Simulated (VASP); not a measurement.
A run of VASP 6.6.1:

The input POSCAR:

```
NaH
1.0
   -0.3595547457      2.3970316378      2.5228757988
    2.3970316378     -0.3595547457      2.5228757988
    2.0374768921      2.0374768921      0.0000000000
Na H
1 1
Direct
    0.0000000000      0.0000000000      0.0000000000
    0.5000000000      0.5000000000      0.5000000000
```

File INCAR.step1:

```
SYSTEM = NaH
ALGO     = Normal         ! electronic algorithm
EDIFF    = 1E-4           ! SCF threshold, eV
ENCUT    = 520            ! plane-wave cutoff, eV
GGA      = PE             ! functional
ISMEAR   = -1             ! smearing method
LASPH    = .TRUE.         ! aspherical terms in the spheres
LCHARG   = .FALSE.        ! write CHGCAR
LREAL    = .FALSE.        ! projectors in reciprocal space
LWAVE    = .TRUE.         ! write WAVECAR
NBANDS   = 11             ! bands
NELM     = 80             ! most SCF steps
PREC     = Accurate       ! precision mode
SIGMA    = 0.2            ! smearing width, eV
```

The input INCAR.step2:

```
SYSTEM = NaH
ALGO     = Normal         ! electronic algorithm
EDIFF    = 1E-6           ! SCF threshold, eV
ENCUT    = 520            ! plane-wave cutoff, eV
ISIF     = 2              ! what is computed and relaxed
ISMEAR   = -1             ! smearing method
ISTART   = 1            
LASPH    = .TRUE.         ! aspherical terms in the spheres
LCHARG   = .TRUE.         ! write CHGCAR
LELF     = .TRUE.         ! ELF
LMIXTAU  = .TRUE.       
LREAL    = .FALSE.        ! projectors in reciprocal space
LVHAR    = .TRUE.       
LWAVE    = .FALSE.        ! write WAVECAR
METAGGA  = R2SCAN         ! meta-GGA
NBANDS   = 11             ! bands
NELM     = 80             ! most SCF steps
PREC     = Accurate       ! precision mode
SIGMA    = 0.2            ! smearing width, eV
```

KPOINTS

```
k-points
0
G
  8 8 8
  0 0 0
```

Potentials or basis: VASP PAW PBE potentials, release 64 (Na_pv, H).

The run is started by

```sh
$ cat potpaw_PBE.64/Na_pv/POTCAR potpaw_PBE.64/H/POTCAR > POTCAR
$ cp INCAR.step1 INCAR
$ mpirun -np 1 vasp_std > vasp.out
$ cp INCAR.step2 INCAR
$ mpirun -np 1 vasp_std > vasp.out
```

Hardware: 1 thread of Intel(R) Xeon(R) 6975P-C (Granite Rapids) (shared host).

How long does it take, and how much memory?

It took 52 s on 1 thread of Intel(R) Xeon(R) 6975P-C (Granite Rapids), with other jobs on the host, peak memory 0.16 GiB. Counts: k points 95.
